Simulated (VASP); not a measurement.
# CoO (I4/mmm) in VASP: notebook

Runs on CoO. Level: PBE. Tasks: relaxation of cell and atoms, single point.

All numbers are computed with VASP 6.6.1; they aren't measurements. Logs are shortened: lines on timing, memory, paths and dates and some standing lists are left out, and cuts for length are marked.

## 1. The cell of the first run

The structure is tetragonal, space group I4/mmm (No. 139). Conventional cell: a = 3.016 Å, b = 3.016 Å, c = 4.214 Å, α = 90.00°, β = 90.00°, γ = 90.00°. Co (site symmetry 4/mmm) has 6 O at 2.11 to 2.13 Å within 2.8 Å. O (site symmetry 4/mmm) has 6 Co at 2.11 to 2.13 Å within 2.8 Å.

## 2. Relaxation of cell and atoms, PBE, collinear spin, ferromagnetic start

File INCAR:

```
ALGO     = Normal         # electronic algorithm
EDIFF    = 1E-6           # SCF threshold, eV
EDIFFG   = -0.01          # ionic threshold
ENCUT    = 600            # plane-wave cutoff, eV
GGA      = PE             # functional
IBRION   = 2              # ionic algorithm
ISIF     = 3              # what is computed and relaxed
ISMEAR   = 0              # smearing method
ISPIN    = 2              # spin polarisation
LASPH    = True           # aspherical terms in the spheres
LCHARG   = False          # write CHGCAR
LMAXMIX  = 4              # l up to which the mixer works
LORBIT   = 11             # projections on sites
LREAL    = False          # projectors in reciprocal space
LWAVE    = False          # write WAVECAR
MAGMOM   = 2.73 0.35      # initial moments
NELM     = 150            # most SCF steps
NSW      = 80             # ionic steps
PREC     = Accurate       # precision mode
SIGMA    = 0.1            # smearing width, eV
```

File KPOINTS:

```
k-points
0
Gamma
  6 6 6
```

File POSCAR:

```
CoO
1.0
   -1.5080001529      1.5080001529      2.1072499549
    1.5080001529     -1.5080001529      2.1072499549
    1.5080001529      1.5080001529     -2.1072499549
Co O
1 1
Direct
    0.0000000000      0.0000000000      0.0000000000
    0.5000000000      0.5000000000      0.0000000000
```

Potentials or basis: VASP PAW PBE potentials, release 64 (Co, O).

The run is started by

```bash
$ cat potpaw_PBE.64/Co/POTCAR potpaw_PBE.64/O/POTCAR > POTCAR
$ mpirun -np 1 vasp_std > vasp.out
```

OUTCAR:

```text
EDIFF = 1E-6
   EDIFFG = -0.01
   ENCUT = 600
   GGA = PE
   IBRION = 2
   ISIF = 3
   ISMEAR = 0
   ISPIN = 2
   LASPH = True
   LORBIT = 11
   LREAL = False
   NELM = 150
   NSW = 80
   PREC = Accurate

 ion  position               nearest neighbor table
   1  0.000  0.000  0.000-   2 2.11   2 2.11   2 2.13   2 2.13   2 2.13   2 2.13
   2  0.500  0.500  0.000-   1 2.11   1 2.11   1 2.13   1 2.13   1 2.13   1 2.13

  LATTYP: Found a body centered tetragonal cell.
 ALAT       =     3.0160003058
 C/A-ratio  =     1.3973804650

  Lattice vectors:

 A1 = (  -1.5080001529,   1.5080001529,   2.1072499549)
 A2 = (   1.5080001529,  -1.5080001529,   2.1072499549)
 A3 = (   1.5080001529,   1.5080001529,  -2.1072499549)

Analysis of symmetry for initial positions (statically):
=====================================================================
 Subroutine PRICEL returns:
 Original cell was already a primitive cell.

 Routine SETGRP: Setting up the symmetry group for a
 body centered tetragonal supercell.

 Subroutine GETGRP returns: Found 16 space group operations
 (whereof 16 operations were pure point group operations)
 out of a pool of 16 trial point group operations.

The static configuration has the point symmetry D_4h.

Analysis of symmetry for dynamics (positions and initial velocities):
=====================================================================
 Subroutine PRICEL returns:
 Original cell was already a primitive cell.

 Routine SETGRP: Setting up the symmetry group for a
 body centered tetragonal supercell.

 Subroutine GETGRP returns: Found 16 space group operations
 (whereof 16 operations were pure point group operations)
 out of a pool of 16 trial point group operations.

The dynamic configuration has the point symmetry D_4h.

Analysis of structural, dynamic, and magnetic symmetry:
=====================================================================
 Subroutine PRICEL returns:
 Original cell was already a primitive cell.

 Routine SETGRP: Setting up the symmetry group for a
 body centered tetragonal supercell.

 Subroutine GETGRP returns: Found 16 space group operations
 (whereof 16 operations were pure point group operations)
 out of a pool of 16 trial point group operations.

The overall configuration has the point symmetry D_4h.

 Subroutine INISYM returns: Found 16 space group operations
 (whereof 16 operations are pure point group operations),
 and found     1 'primitive' translations

----------------------------------------------------------------------------------------

                                     Primitive cell

  volume of cell :      19.1681

  direct lattice vectors                    reciprocal lattice vectors
    -1.508000153  1.508000153  2.107249955     0.000000000  0.331564953  0.237276076
     1.508000153 -1.508000153  2.107249955     0.331564953  0.000000000  0.237276076
     1.508000153  1.508000153 -2.107249955     0.331564953  0.331564953  0.000000000

  length of vectors
     2.998104617  2.998104617  2.998104617     0.407719578  0.407719578  0.468903654

  position of ions in fractional coordinates (direct lattice)
     0.000000000  0.000000000  0.000000000
     0.500000000  0.500000000  0.000000000

  ion indices of the primitive-cell ions
   primitive index   ion index
                 1           1
                 2           2

----------------------------------------------------------------------------------------

 KPOINTS: k-points

Automatic generation of k-mesh.
 Grid dimensions read from file:
 generate k-points for:    6    6    6

 Generating k-lattice:

  Cartesian coordinates                     Fractional coordinates (reciprocal lattice)
     0.000000000  0.055260826  0.039546013     0.166666667 -0.000000000  0.000000000
     0.055260826  0.000000000  0.039546013    -0.000000000  0.166666667  0.000000000
     0.055260826  0.055260826  0.000000000     0.000000000  0.000000000  0.166666667

  Length of vectors
     0.067953263  0.067953263  0.078150609

  Shift w.r.t. Gamma in fractional coordinates (k-lattice)
     0.000000000  0.000000000  0.000000000

 Subroutine IBZKPT returns following result:
 ===========================================

 Found     30 irreducible k-points:

 Following reciprocal coordinates:
            Coordinates               Weight
  0.000000  0.000000  0.000000      1.000000
  0.166667  0.000000  0.000000      8.000000
  0.333333 -0.000000  0.000000      8.000000
  0.500000 -0.000000  0.000000      4.000000
  0.166667  0.166667 -0.000000      8.000000
  0.333333  0.166667  0.000000     16.000000
[... 16 lines left out ...]
 -0.333333 -0.333333  0.166667      8.000000
 -0.166667 -0.333333  0.166667      8.000000
 [... further k-points ...]
   k-points           NKPTS =     30   k-points in BZ     NKDIM =     30   number of bands    NBANDS=     13
   number of dos      NEDOS =    301   number of ions     NIONS =      2
   total plane-waves  NPLWV =  13824
   dimension x,y,z NGX =    24 NGY =   24 NGZ =   24
   dimension x,y,z NGXF=    48 NGYF=   48 NGZF=   48
   ions per type =               1   1
   NGX,Y,Z   is equivalent  to a cutoff of  13.31, 13.31, 13.31 a.u.
   NGXF,Y,Z  is equivalent  to a cutoff of  26.62, 26.62, 26.62 a.u.
 SYSTEM =  unknown system
   PREC   = accura    normal or accurate (medium, high low for compatibility)
   ISTART =      0    job   : 0-new  1-cont  2-samecut
   ICHARG =      2    charge: 1-file 2-atom 10-const
   ISPIN  =      2    spin polarized calculation?
   LNONCOLLINEAR =      F non collinear calculations
   LSORBIT =      F    spin-orbit coupling
   LASPH  =      T    aspherical Exc in radial PAW
   ENCUT  =  600.0 eV  44.10 Ry    6.64 a.u.   5.99  5.99  5.99*2*pi/ulx,y,z
   NELM   =    150;   NELMIN=  2; NELMDL= -5     # of ELM steps
   EDIFF  = 0.1E-05   stopping-criterion for ELM
   LREAL  =      F    real-space projection
   EDIFFG = -.1E-01   stopping-criterion for IOM
   NSW    =     80    number of steps for IOM
   IBRION =      2    ionic relax: 0-MD 1-quasi-New 2-CG
   NFREE  =      1    steps in history (QN), initial steepest desc. (CG)
   ISIF   =      3    stress and relaxation
   ISYM   =      2    0-nonsym 1-usesym 2-fastsym
   POTIM  = 0.5000    time-step for ionic-motion
   TEBEG  =    0.0;   TEEND  =   0.0 temperature during run
   PSTRESS=    0.0 pullay stress
   NELECT =      15.0000    total number of electrons
   NUPDOWN=      -1.0000    fix difference up-down
   EMIN   =  10.00;   EMAX   =-10.00  energy-range for DOS
   EFERMI =   0.00;   METHOD = LEGACY
   ISMEAR =     0;   SIGMA  =   0.10  broadening in eV -4-tet -1-fermi 0-gaus
   EFERMI_NEDOS =   21; number of points for ismear=-14 and -15
   IALGO  =     38    algorithm
   IMIX   =      4    mixing-type and parameters
     AMIX     =   0.40;   BMIX     =  1.00
     AMIX_MAG =   1.60;   BMIX_MAG =  1.00
  volume/ion in A,a.u.               =       9.58        64.68
  Fermi-wavevector in a.u.,A,eV,Ry     =   1.508617  2.850873 30.965840  2.275925
  Thomas-Fermi vector in A             =   2.619048
   LORBIT       =     11    0 simple, 1 ext, 2 COOP (PROOUT), +10 PAW based schemes
   GGA     = PE    functional components
   LHFCALC =     F    Hartree Fock is set to
   AEXX    =    0.0000 exact exchange contribution
   IVDW    =     0    specifies the selected vdW correction
   LEPSILON=     F    determine dielectric tensor
   LRPA    =     F    only Hartree local field effects (RPA)
 conjugate gradient relaxation of ions
 spin polarized calculation
 Gauss-broadening in eV      SIGMA  =   0.10
  energy-cutoff  :      600.00
  volume of cell :       19.17
 maximum number of plane-waves:       650
   NGX = 11   NGY = 11   NGZ = 11

--------------------------------------- Ionic step        1  -------------------------------------------

 number of electron      15.0000006 magnetization       2.7390344

 Free energy of the ion-electron system (eV)
  ---------------------------------------------------
  ext. energy  EPLUGINS =         0.00000000
  ---------------------------------------------------
  free energy    TOTEN  =       -13.06755790 eV

  energy without entropy =      -13.04635510  energy(sigma->0) =      -13.05695650

------------------------ aborting loop because EDIFF is reached ----------------------------------------

  FORCE on cell =-STRESS in cart. coord.  units (eV):
  Direction    XX          YY          ZZ          XY          YZ          ZX
  --------------------------------------------------------------------------------------
  -------------------------------------------------------------------------------------
  Total       -0.2965491     -0.2965491     -0.2471093      0.0000000     -0.0000000      0.0000000
  in kB      -24.7872555    -24.7872555    -20.6547915      0.0000000     -0.0000000      0.0000000
  external PRESSURE =     -23.4097675 kB  Pullay stress =       0.0000000 kB
[... 237 lines left out ...]
  energy  without entropy=      -13.0500155031  energy(sigma->0) =      -13.05995149

--------------------------------------- Ionic step        8  -------------------------------------------

 number of electron      15.0000002 magnetization       2.7134904

 Free energy of the ion-electron system (eV)
  ---------------------------------------------------
  ext. energy  EPLUGINS =         0.00000000
  ---------------------------------------------------
  free energy    TOTEN  =       -13.06997324 eV

  energy without entropy =      -13.05010675  energy(sigma->0) =      -13.06003999

 E-fermi :   8.2310     XC(G=0): -12.5404

 val. band max:        8.2244383209   @ k =   0.1667   0.1667   0.1667
 cond. band min:       8.2420522244   @ k =  -0.1667   0.3333   0.1667
 fundamental gap:      0.0176139035
 Fermi energy:         8.2310242999

 spin component 1

 k-point     1 :       0.0000    0.0000    0.0000
  band No.  band energies     occupation
      1     -12.1892      1.00000
      2       4.9919      1.00000
      3       4.9928      1.00000
      4       4.9928      1.00000
      5       5.0510      1.00000
      6       5.0523      1.00000
      7       5.2393      1.00000
      8       5.2393      1.00000
      9       5.2416      1.00000
     10       9.3567      0.00000
     11      25.1630      0.00000
     12      26.5682      0.00000
     13      26.5682      0.00000
[... 353 lines left out ...]
 k-point    24 :      -0.1667   -0.3333    0.1667
  band No.  band energies     occupation
      1     -11.3469      1.00000
      2       1.2468      1.00000
      3       2.8723      1.00000
      4       3.1663      1.00000
      5       5.2429      1.00000
      6       5.7429      1.00000
      7       6.2979      1.00000
      8       6.8344      1.00000
      9       7.3508      1.00000
     10      13.4500      0.00000
     11      19.5313      0.00000
     12      21.2950      0.00000
     13      23.6293      0.00000

 [... further k-points ...]

 spin component 2

 k-point     1 :       0.0000    0.0000    0.0000
  band No.  band energies     occupation
      1     -11.7701      1.00000
      2       5.4566      1.00000
      3       5.4582      1.00000
      4       5.4582      1.00000
      5       7.0724      1.00000
      6       7.0725      1.00000
      7       7.0743      1.00000
      8       8.2502      0.39326
      9       8.2516      0.38571
     10       9.8487      0.00000
     11      25.0807      0.00000
     12      27.0330      0.00000
     13      27.0330      0.00000
[... 397 lines left out ...]
  FREE ENERGIE OF THE ION-ELECTRON SYSTEM (eV)
  ---------------------------------------------------
  free  energy   TOTEN  =       -13.0699732389 eV

  energy  without entropy=      -13.0501067467  energy(sigma->0) =      -13.06003999

 reached required accuracy - stopping structural energy minimisation

 total charge

# of ion       s       p       d       tot
------------------------------------------
    1        0.299   0.369   7.174   7.842
    2        1.554   3.428   0.000   4.982
--------------------------------------------------
tot          1.853   3.798   7.174  12.824

 magnetization (x)

# of ion       s       p       d       tot
------------------------------------------
    1        0.021   0.019   2.386   2.426
    2        0.028   0.215   0.000   0.243
--------------------------------------------------
tot          0.049   0.234   2.386   2.669
```

It took 2.9 min on 1 thread of Intel Xeon 8259CL, shared host; peak memory 0.16 GiB.

Results:

```yaml
Free_energy: -13.0700 eV
Relaxed_volume: 9.44 Å³/atom
Relaxed_cell: a = 2.989 Å, b = 2.989 Å, c = 2.989 Å, α = 119.98°, β = 119.98°, γ = 90.03°
Space_group_after_relaxing_to_0.1_Å: Fm-3m (No. 225)
Energy_gained_by_relaxing: 1.2 meV/atom
Ionic_steps: 8
Pressure_after_relaxing: 0.0 GPa
Net_moment: 2.71 μB per cell
Site_moments: Co +2.43; O +0.24 μB
Valence_electrons_inside_the_program's_atomic_spheres: Co 7.84; O 4.98
```

The path:
| step | energy change (eV) | largest force (eV/Å) | pressure (GPa) | volume (Å³) |
| --- | --- | --- | --- | --- |
| 1 | 0.0000 | 0.0000 | -2.34 | 19.17 |
| 2 | -0.0017 | 0.0000 | 1.19 | 18.78 |
| 3 | -0.0021 | 0.0000 | 0.08 | 18.90 |
| 4 | -0.0021 | 0.0000 | 0.02 | 18.90 |
| 5 | -0.0022 | 0.0000 | -0.01 | 18.90 |
| 6 | -0.0024 | 0.0000 | 0.01 | 18.89 |
| 7 | -0.0023 | 0.0000 | 0.17 | 18.88 |
| 8 | -0.0024 | 0.0000 | 0.05 | 18.89 |

Final structure:
```
Co O
1.0
    -1.49496    1.49496    2.11305
     1.49496   -1.49496    2.11305
     1.49496    1.49496   -2.11305
Co O
1 1
Direct
  0.00000 0.00000 0.00000
  0.50000 0.50000 0.00000
```

Caveat: the k points lie up to 0.43 Å⁻¹ apart in the final cell; a cell with one magnetic atom can't hold antiferromagnetic order, which such compounds often take; semilocal functionals often make such compounds metallic where correlation or magnetic order opens a gap, which also shifts bond lengths. With open d or f shells a metallic result of PBE can be an artefact of self-interaction; +U or a hybrid may open a gap.

(Part 1 of 2 ends here.)
